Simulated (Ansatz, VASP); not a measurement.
# Ba in VASP and in Ansatz

Contents of INCAR:

```
SYSTEM = Ba
ALGO = Normal
EDIFF = 1E-6
ENCUT = 520
GGA = PE
ISIF = 2
ISMEAR = -1
LASPH = .True.
LCHARG = .False.
LREAL = .False.
LWAVE = .False.
NBANDS = 17
NELM = 100
PREC = Accurate
SIGMA = 0.08
```

File KPOINTS:

```
k-points
0
Gamma
  10 10 10
  0 0 0
```

POSCAR

```
Ba
1.0
   -3.4834721413      3.4834721413      1.8929709621
    3.4834721413     -3.4834721413      1.8929709621
    3.4834721413      3.4834721413     -1.8929709621
Ba
2
Direct
   -0.3750000000     -0.1250000000     -0.2500000000
    0.3750000000      0.1250000000      0.2500000000
```

Input for Ansatz:

```yaml
crystal:
  lattice:
    - [-3.4834721413, 3.4834721413, 1.8929709621]
    - [3.4834721413, -3.4834721413, 1.8929709621]
    - [3.4834721413, 3.4834721413, -1.8929709621]
  atoms:
    - { symbol: Ba, position: [-0.375, -0.125, -0.25] }
    - { symbol: Ba, position: [0.375, 0.125, 0.25] }
kpoints:
  mp_grid: { grid: [10, 10, 10] }
scf:
  occupations: { method: fermi_dirac, width: 0.08 }
hamiltonian:
  xc: pbe
  pseudopotentials: { kind: all_electron, lapw: { basis_error: 0.001 } }
output:
  forces: true
  stress: true
  eigenvalues: true
  populations: true
```

Change from the starting cell: volume scaled by 0.76, LAPW.

Alike in both runs: task single point; functional PBE; k mesh 10 × 10 × 10; occupations fermi-dirac, width 0.08 eV; no spin polarisation.

```csv
,VASP,Ansatz
version,VASP 6.6.1,Ansatz 0.2.0
potentials or method,"VASP PAW PBE potentials, release 64 (Ba_sv), cutoff 520 eV","all-electron LAPW, scalar-relativistic"
```

VASP gave:

```
pressure (GPa)                                                : 3.7
traceless stress, the component that is largest in VASP (GPa) : 0.08
```

Problem. Which values does Ansatz return?

Solution. Pressure (GPa): 3.3; traceless stress, the component that is largest in VASP (GPa): 0.13.

Ansatz ran all-electron here, and VASP with PAW potentials.

Neither program's run includes spin-orbit coupling.
